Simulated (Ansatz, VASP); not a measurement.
# One calculation of Rh, two programs

Contents of INCAR:

```
  PREC = Accurate
  ENCUT = 520
  EDIFF = 1E-7
  ISMEAR = 0
  SIGMA = 0.15
  LREAL = F
  LASPH = T
  NELM = 80
  ALGO = Fast
  ISIF = 2
  LWAVE = F
  LCHARG = F
  GGA = PS
  NBANDS = 22
```

KPOINTS

```
regular mesh
0
Gamma
  18 18 12
```

Contents of POSCAR:

```
Rh
1.0
    2.7309790422      0.0000000000      0.0000000000
   -1.3654895211      2.3650972278      0.0000000000
    0.0000000000      0.0000000000      4.4284890000
Rh
2
Direct
    0.7483483679      0.3931284887      0.7048378691
    0.3333333333      0.6666666667      0.2500000000
```

Input for Ansatz:

```yaml
crystal:
  lattice:
    - [2.7309790422, 0.0, 0.0]
    - [-1.3654895211, 2.3650972278, 0.0]
    - [0.0, 0.0, 4.428489]
  atoms:
    - { symbol: Rh, position: [0.7483483679, 0.3931284887, 0.7048378691] }
    - { symbol: Rh, position: [0.3333333333, 0.6666666667, 0.25] }
basis:
  ecutwfc: 420
kpoints:
  mp_grid: { grid: [18, 18, 12] }
hamiltonian:
  xc: pbesol
scf:
  occupations: { method: gaussian, width: 0.15 }
output:
  forces: true
  stress: true
  eigenvalues: true
```

Alike in both runs: task single point; functional PBEsol; k mesh 18 × 18 × 12; occupations gaussian, width 0.15 eV; no spin polarisation.

|  | VASP | Ansatz |
| --- | --- | --- |
| version | VASP 6.6.1 | Ansatz 0.2.0 |
| potentials or method | VASP PAW PBE potentials, release 64 (Rh_pv), cutoff 520 eV | scalar-relativistic, plane waves, PAW |
| valence electrons in the cell | 30 | 34 |

VASP gave:

| Property | Result |
| --- | --- |
| gap on the k mesh at the Fermi level (eV) | none |
| pressure (GPa) | -6.7 |
| traceless stress, the component that is largest in VASP (GPa) | -4.76 |
| rms of the force components (eV/Å) | 1.241 |

Problem. What did Ansatz give for the same quantities?

Solution. gap on the k mesh at the Fermi level (eV): none; pressure (GPa): -6.7; traceless stress, the component that is largest in VASP (GPa): -4.70; rms of the force components (eV/Å): 1.234.

VASP's potentials were made for PBE, not for PBEsol. Atom by atom the forces differ by 0.007 eV/Å (rms over components). A gap of «none» marks a metal or a gap that the smearing closes. VASP's potentials hold 30 valence electrons a cell and Ansatz's 34, so a difference there can come from the potentials and not from the codes.
